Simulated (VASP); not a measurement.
Zn: single point with PBE

Zn:

```
CELL_PARAMETERS angstrom
-1.67885 1.67885 1.29155
1.67885 -1.67885 1.29155
1.67885 1.67885 -1.29155
ATOMIC_POSITIONS crystal
Zn 0.50000 0.50000 0.00000
```

```json
{
  "Program": "VASP 6.6.1",
  "Task": "single point",
  "Functional": "PBE",
  "Potentials or basis": "VASP PAW PBE potentials, release 64 (Zn)",
  "Cutoff": "520 eV",
  "k mesh": "26 × 26 × 26",
  "Occupations": "gaussian, width 0.1 eV",
  "Spin": "no spin polarisation",
  "Dipole correction": "no",
  "Further INCAR settings": "ALGO = Fast; EDIFF = 1e-06; NBANDS = 12"
}
```

```
Pressure               : 5.2 GPa
Band gap on the k mesh : zero (bands 6 and 7 overlap by 6.05 eV)
```

Stress tensor (GPa, compression positive):
```
5.10 0.00 0.00
0.00 5.10 0.00
0.00 0.00 5.32
```

Levels at points of the mesh, in eV from the Fermi level:
```csv
k point,band 3,band 4,band 5,band 6,band 7,band 8,band 9,band 10
"(0.00, 0.00, 0.00)",-7.74,-7.49,-7.49,-7.12,15.53,15.53,18.40,20.13
"(0.50, 0.00, 0.00)",-7.34,-6.97,-6.89,-1.98,0.65,10.62,11.43,14.47
"(0.50, 0.50, 0.00)",-7.62,-7.37,-6.92,-3.60,-2.42,17.35,18.90,21.15
"(0.50, 0.50, 0.50)",-6.98,-6.98,-6.91,1.97,1.97,4.91,6.96,11.25
```

Run time: 4.7 min on 1 thread of Intel Xeon 8259CL, on a shared host, peak memory 0.29 GiB.

Caveat: the cell stands under pressure.
